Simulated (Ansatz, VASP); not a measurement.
# Two plane-wave programs on Te2Mo

```
CELL_PARAMETERS angstrom
3.49111 0.00000 0.00000
-1.74556 3.02339 0.00000
0.00000 0.00000 35.05410
ATOMIC_POSITIONS crystal
Te 0.33333 0.66667 0.44856
Te 0.33333 0.66667 0.94856
Te 0.33333 0.66667 0.05144
Te 0.33333 0.66667 0.55144
Mo 0.00000 0.00000 0.00000
Mo 0.00000 0.00000 0.50000
```

Alike in both runs: task single point; functional PBEsol; k mesh 9 × 9 × 1; occupations gaussian, width 0.05 eV; no spin polarisation.

```csv
,VASP,Ansatz
version,VASP 6.6.1,Ansatz 0.2.0
potentials or method,"VASP PAW PBE potentials, release 64 (Te, Mo_sv), cutoff 520 eV","scalar-relativistic, plane waves, PAW"
valence electrons in the cell,52,92
```

VASP gave:

* gap on the k mesh at the Fermi level (eV): 1.20
* least direct gap on the mesh (eV): 1.20
* rms of the force components (eV/Å): 0.015

Task: Which values does Ansatz return?

Result: gap on the k mesh at the Fermi level (eV): 1.20; least direct gap on the mesh (eV): 1.20; rms of the force components (eV/Å): 0.000.

VASP's potentials were made for PBE, not for PBEsol, and Ansatz warns of the same on its side. Atom by atom the forces differ by 0.014 eV/Å (rms over components). VASP's potentials hold 52 valence electrons a cell and Ansatz's 92, so a difference there can come from the potentials and not from the codes. Ansatz's warnings: xc potential rough in thin density.

Neither program's run includes spin-orbit coupling.
